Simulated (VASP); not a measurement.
# Re (P6_3/mmc) in VASP: further runs

The runs below take Re through electric field gradients, with r2SCAN.

Program: VASP 6.6.1. These are calculated values, not measurements. Logs are shortened: lines on timing, memory, paths and dates and some standing lists are left out, and cuts for length are marked.

### Step 1. The cell of the first run

The structure is hexagonal, space group P6_3/mmc (No. 194). The conventional cell has a = 2.718 Å, b = 2.718 Å, c = 4.398 Å, α = 90.00°, β = 90.00°, γ = 120.00°. Re (site symmetry -6m2) has 12 Re at 2.70 to 2.72 Å within 3.6 Å.

### Step 2. Electric field gradients, r2SCAN (volume scaled by 0.95)

The input, POSCAR:

```
Re
1.0
    2.7184572140      0.0000000000      0.0000000000
   -1.3592286070      2.3542530064      0.0000000000
    0.0000000000      0.0000000000      4.3977386465
Re
2
Direct
    0.3333333333      0.6666666667      0.2500000000
    0.6666666667      0.3333333333      0.7500000000
```

The input, INCAR.step1:

```
ALGO = Normal
EDIFF = 1E-4
ENCUT = 520
GGA = PE
ISMEAR = -1
LASPH = True
LCHARG = False
LREAL = False
LWAVE = True
NBANDS = 14
NELM = 80
PREC = Accurate
SIGMA = 0.08
```

The input, INCAR.step2:

```
ALGO = Normal
EDIFF = 1E-8
ENCUT = 520
ISIF = 2
ISMEAR = -1
ISTART = 1
LASPH = True
LCHARG = False
LEFG = True
LMIXTAU = True
LREAL = False
LWAVE = False
METAGGA = R2SCAN
NBANDS = 14
NELM = 80
PREC = Accurate
SIGMA = 0.08
```

The input, KPOINTS:

```
k-points
0
Gamma
  14 14 8
```

Potentials or basis: VASP PAW PBE potentials, release 64 (Re).

Run with:

```sh
$ cat potpaw_PBE.64/Re/POTCAR > POTCAR
$ cp INCAR.step1 INCAR
$ mpirun -np 1 vasp_std > vasp.out
$ cp INCAR.step2 INCAR
$ mpirun -np 1 vasp_std > vasp.out
```

OUTCAR:

```text
EDIFF = 1E-8
   ENCUT = 520
   ISIF = 2
   ISMEAR = -1
   ISTART = 1
   LASPH = True
   LREAL = False
   METAGGA = R2SCAN
   NELM = 80
   PREC = Accurate

 ion  position               nearest neighbor table
   1  0.333  0.667  0.250-   2 2.70   2 2.70   2 2.70   2 2.70   2 2.70   2 2.70
   2  0.667  0.333  0.750-   1 2.70   1 2.70   1 2.70   1 2.70   1 2.70   1 2.70

  LATTYP: Found a hexagonal cell.
 ALAT       =     2.7184572140
 C/A-ratio  =     1.6177332584

  Lattice vectors:

 A1 = (   2.7184572140,   0.0000000000,   0.0000000000)
 A2 = (  -1.3592286070,   2.3542530064,   0.0000000000)
 A3 = (   0.0000000000,   0.0000000000,   4.3977386465)

Analysis of symmetry for initial positions (statically):
=====================================================================
 Subroutine PRICEL returns:
 Original cell was already a primitive cell.

 Routine SETGRP: Setting up the symmetry group for a
 hexagonal supercell.

 Subroutine GETGRP returns: Found 24 space group operations
 (whereof 12 operations were pure point group operations)
 out of a pool of 24 trial point group operations.

The static configuration has the point symmetry D_3d.
 The point group associated with its full space group is D_6h.

Analysis of symmetry for dynamics (positions and initial velocities):
=====================================================================
 Subroutine PRICEL returns:
 Original cell was already a primitive cell.

 Routine SETGRP: Setting up the symmetry group for a
 hexagonal supercell.

 Subroutine GETGRP returns: Found 24 space group operations
 (whereof 12 operations were pure point group operations)
 out of a pool of 24 trial point group operations.

The dynamic configuration has the point symmetry D_3d.
 The point group associated with its full space group is D_6h.

 Subroutine INISYM returns: Found 24 space group operations
 (whereof 12 operations are pure point group operations),
 and found     1 'primitive' translations

----------------------------------------------------------------------------------------

                                     Primitive cell

  volume of cell :      28.1452

  direct lattice vectors                    reciprocal lattice vectors
     2.718457214  0.000000000  0.000000000     0.367855707  0.212381591  0.000000000
    -1.359228607  2.354253006  0.000000000     0.000000000  0.424763183  0.000000000
     0.000000000  0.000000000  4.397738646     0.000000000  0.000000000  0.227389593

  length of vectors
     2.718457214  2.718457214  4.397738646     0.424763183  0.424763183  0.227389593

  position of ions in fractional coordinates (direct lattice)
     0.333333333  0.666666667  0.250000000
     0.666666667  0.333333333  0.750000000

  ion indices of the primitive-cell ions
   primitive index   ion index
                 1           1
                 2           2

----------------------------------------------------------------------------------------

 KPOINTS: k-points

Automatic generation of k-mesh.
 Grid dimensions read from file:
 generate k-points for:   14   14    8

 Generating k-lattice:

  Cartesian coordinates                     Fractional coordinates (reciprocal lattice)
     0.026275408  0.015170114  0.000000000     0.071428571  0.000000000  0.000000000
     0.000000000  0.030340227  0.000000000     0.000000000  0.071428571  0.000000000
     0.000000000  0.000000000  0.028423699     0.000000000  0.000000000  0.125000000

  Length of vectors
     0.030340227  0.030340227  0.028423699

  Shift w.r.t. Gamma in fractional coordinates (k-lattice)
     0.000000000  0.000000000  0.000000000

 Subroutine IBZKPT returns following result:
 ===========================================

 Found    120 irreducible k-points:

 Following reciprocal coordinates:
            Coordinates               Weight
  0.000000  0.000000  0.000000      1.000000
  0.071429  0.000000  0.000000      6.000000
  0.142857  0.000000  0.000000      6.000000
  0.214286  0.000000  0.000000      6.000000
  0.285714  0.000000  0.000000      6.000000
  0.357143  0.000000  0.000000      6.000000
[... 16 lines left out ...]
  0.285714  0.285714  0.000000      6.000000
  0.357143  0.285714  0.000000      6.000000
 [... further k-points ...]
   k-points           NKPTS =    120   k-points in BZ     NKDIM =    120   number of bands    NBANDS=     14
   number of dos      NEDOS =    301   number of ions     NIONS =      2
   total plane-waves  NPLWV =  14400
   dimension x,y,z NGX =    20 NGY =   20 NGZ =   36
   dimension x,y,z NGXF=    40 NGYF=   40 NGZF=   72
   ions per type =               2
   NGX,Y,Z   is equivalent  to a cutoff of  12.23, 12.23, 13.61 a.u.
   NGXF,Y,Z  is equivalent  to a cutoff of  24.46, 24.46, 27.22 a.u.
 SYSTEM =  unknown system
   PREC   = accura    normal or accurate (medium, high low for compatibility)
   ISTART =      1    job   : 0-new  1-cont  2-samecut
   ICHARG =      0    charge: 1-file 2-atom 10-const
   ISPIN  =      1    spin polarized calculation?
   LNONCOLLINEAR =      F non collinear calculations
   LSORBIT =      F    spin-orbit coupling
   LASPH  =      T    aspherical Exc in radial PAW
   ENCUT  =  520.0 eV  38.22 Ry    6.18 a.u.   5.05  5.05  8.18*2*pi/ulx,y,z
   NELM   =     80;   NELMIN=  2; NELMDL=  0     # of ELM steps
   EDIFF  = 0.1E-07   stopping-criterion for ELM
   LREAL  =      F    real-space projection
   EDIFFG = 0.1E-06   stopping-criterion for IOM
   NSW    =      0    number of steps for IOM
   IBRION =     -1    ionic relax: 0-MD 1-quasi-New 2-CG
   NFREE  =      0    steps in history (QN), initial steepest desc. (CG)
   ISIF   =      2    stress and relaxation
   ISYM   =      2    0-nonsym 1-usesym 2-fastsym
   POTIM  = 0.5000    time-step for ionic-motion
   TEBEG  =    0.0;   TEEND  =   0.0 temperature during run
   PSTRESS=    0.0 pullay stress
   NELECT =      14.0000    total number of electrons
   NUPDOWN=      -1.0000    fix difference up-down
   EMIN   =  10.00;   EMAX   =-10.00  energy-range for DOS
   EFERMI =   0.00;   METHOD = LEGACY
   ISMEAR =    -1;   SIGMA  =   0.08  broadening in eV -4-tet -1-fermi 0-gaus
   EFERMI_NEDOS =   21; number of points for ismear=-14 and -15
   IALGO  =     38    algorithm
   IMIX   =      4    mixing-type and parameters
     AMIX     =   0.40;   BMIX     =  1.00
     AMIX_MAG =   1.60;   BMIX_MAG =  1.00
  volume/ion in A,a.u.               =      14.07        94.97
  Fermi-wavevector in a.u.,A,eV,Ry     =   1.297127  2.451215 22.892325  1.682538
  Thomas-Fermi vector in A             =   2.428539
   LORBIT       =      0    0 simple, 1 ext, 2 COOP (PROOUT), +10 PAW based schemes
   METAGGA = R2SCAN    functional components
   LHFCALC =     F    Hartree Fock is set to
   AEXX    =    0.0000 exact exchange contribution
   IVDW    =     0    specifies the selected vdW correction
   LEPSILON=     F    determine dielectric tensor
   LRPA    =     F    only Hartree local field effects (RPA)
 non-spin polarized calculation
  energy-cutoff  :      520.00
  volume of cell :       28.15
 maximum number of plane-waves:       772
   NGX = 11   NGY = 11   NGZ = 17

 number of electron      14.0000000 magnetization

 Free energy of the ion-electron system (eV)
  ---------------------------------------------------
  ext. energy  EPLUGINS =         0.00000000
  ---------------------------------------------------
  free energy    TOTEN  =      -104.84643446 eV

  energy without entropy =     -104.81705895  energy(sigma->0) =     -104.83174670

 E-fermi :   8.2235     XC(G=0): -15.2689

 val. band max:        8.2068526783   @ k =   0.1429   0.0000   0.0000
 cond. band min:       8.2262299522   @ k =   0.1429   0.1429   0.0000
 fundamental gap:      0.0193772739
 Fermi energy:         8.2235478333

 k-point     1 :       0.0000    0.0000    0.0000
  band No.  band energies     occupation
      1      -2.4104      2.00000
      2       0.9663      2.00000
      3       6.4567      2.00000
      4       6.4962      2.00000
      5       6.4962      2.00000
      6       7.4195      1.99991
      7       7.4195      1.99991
      8       8.4804      0.07750
      9       8.4804      0.07750
     10       8.8823      0.00053
     11      11.9783      0.00000
     12      11.9783      0.00000
     13      19.4070      0.00000
     14      23.1308      0.00000
[... 375 lines left out ...]
 k-point    24 :       0.3571    0.2857    0.0000
  band No.  band energies     occupation
      1       2.4450      2.00000
      2       3.6239      2.00000
      3       3.7328      2.00000
      4       4.6193      2.00000
      5       5.7560      2.00000
      6       6.0608      2.00000
      7       8.1198      1.57064
      8      11.3483      0.00000
      9      11.9095      0.00000
     10      12.1399      0.00000
     11      15.6773      0.00000
     12      15.7902      0.00000
     13      17.5029      0.00000
     14      23.7331      0.00000

 [... further k-points ...]
[... 5 lines left out ...]
  --------------------------------------------------------------------------------------
  -------------------------------------------------------------------------------------
  Total        3.3456997      3.3456997      3.4114128      0.0000000      0.0000000      0.0000000
  in kB      190.4550506    190.4550506    194.1957904      0.0000000      0.0000000      0.0000000
  external PRESSURE =     191.7019638 kB  Pullay stress =       0.0000000 kB

 VOLUME and BASIS-vectors are now :
 -----------------------------------------------------------------------------
  energy-cutoff  :      520.00
  volume of cell :       28.15
      direct lattice vectors                 reciprocal lattice vectors
     2.718457214  0.000000000  0.000000000     0.367855707  0.212381591  0.000000000
    -1.359228607  2.354253006  0.000000000     0.000000000  0.424763183  0.000000000
     0.000000000  0.000000000  4.397738646     0.000000000  0.000000000  0.227389593

 POSITION                                       TOTAL-FORCE (eV/Angst)
 -----------------------------------------------------------------------------------
     -0.00000      1.56950      1.09943         0.000000      0.000000      0.000000
      1.35923      0.78475      3.29830        -0.000000     -0.000000      0.000000
 -----------------------------------------------------------------------------------
    total drift:                                0.000000     -0.000000     -0.000000

  FREE ENERGIE OF THE ION-ELECTRON SYSTEM (eV)
  ---------------------------------------------------
  free  energy   TOTEN  =      -104.8464344581 eV

  energy  without entropy=     -104.8170589503  energy(sigma->0) =     -104.83174670

 Electric field gradients (V/A^2)
---------------------------------------------------------------------
 ion       V_xx      V_yy      V_zz      V_xy      V_xz      V_yz
---------------------------------------------------------------------
   1      37.619    37.619   -75.238    -0.000     0.000     0.000
   2      37.619    37.619   -75.238    -0.000     0.000     0.000
---------------------------------------------------------------------

 Electric field gradients after diagonalization (V/A^2)
 (convention: |V_zz| > |V_xx| > |V_yy|)
----------------------------------------------------------------------
 ion       V_xx      V_yy      V_zz     asymmetry (V_yy - V_xx)/ V_zz
----------------------------------------------------------------------
   1      37.619    37.619   -75.238       0.000
   2      37.619    37.619   -75.238       0.000
----------------------------------------------------------------------

           NMR quadrupolar parameters

 Cq : quadrupolar parameter    Cq=e*Q*V_zz/h
 eta: asymmetry parameters     (V_yy - V_xx)/ V_zz
 Q  : nuclear electric quadrupole moment in mb (millibarn)
----------------------------------------------------------------------
 ion       Cq(MHz)       eta       Q (mb)
----------------------------------------------------------------------
   1      -0.182       0.000       1.000
   2      -0.182       0.000       1.000
----------------------------------------------------------------------
```

It took 1.8 min on 1 thread of Intel Xeon 6975P-C (Granite Rapids), shared host; peak memory 0.17 GiB.

What came out:

```yaml
Free_energy: -104.8464 eV
Pressure: 19.2 GPa
Band_gap_on_the_k_mesh: zero (band 7 reaches 9.98 eV, above the bottom of band 8 at 6.36 eV)
```

Electric field gradients, principal values (V/Å²):
```csv
atom,least,middle,greatest (by size)
1 Re,37.619,37.619,-75.238
2 Re,37.619,37.619,-75.238
```

Caveat: without QUAD_EFG the Cq values of the log hold for a quadrupole moment of 1 mb, not for the nuclei; the PAW data sets were made with another functional, which shifts forces and pressure a little; spin-orbit coupling is left out, which moves the levels of the heavy elements.

(Continued in part 2 of 3.)
